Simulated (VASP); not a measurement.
InGaAs2, 4 atoms in the cell. It takes space group P-4m2 (No. 115, tetragonal). The conventional cell has a = 4.352 Å, b = 4.352 Å, c = 5.962 Å, α = 90.00°, β = 90.00°, γ = 90.00°. Within 3.6 Å of In (site symmetry -4m2) lie 4 As at 2.70 Å. Ga (site symmetry -4m2) has 4 As at 2.58 Å within 3.4 Å. Within 3.4 Å of As (site symmetry 2mm) lie 2 Ga at 2.58 Å and 2 In at 2.70 Å.  This cell differs from its parent crystal: strain +0.0300 x Voigt [1, 1, 0, 0, 0, 0].

| Quantity | Value |
| --- | --- |
| Program | VASP 6.6.1 |
| Task | single point |
| Functional | PBEsol |
| Potentials or basis | VASP PAW PBE potentials, release 64 (In_d, Ga_d, As) |
| Cutoff | 520 eV |
| k mesh | 12 × 12 × 8 |
| Occupations | gaussian, width 0.15 eV |
| Spin | no spin polarisation |
| Dipole correction | no |
| Further INCAR settings | ALGO = Normal; EDIFF = 1e-07; NBANDS = 26 |

Potentials or basis: VASP PAW PBE potentials, release 64 (In_d, Ga_d, As).

The run is started by

```console
$ cat potpaw_PBE.64/In_d/POTCAR potpaw_PBE.64/Ga_d/POTCAR potpaw_PBE.64/As/POTCAR > POTCAR
$ mpirun -np 1 vasp_std > vasp.out
```

Hardware: 1 thread of Intel Xeon 8259CL, on a shared host.

Problem. How long does it take, and how much memory?

Solution. It took 7.2 min on 1 thread of Intel Xeon 8259CL, on a shared host, peak memory 0.53 GiB. Counts: scf iterations 14, k points 140.
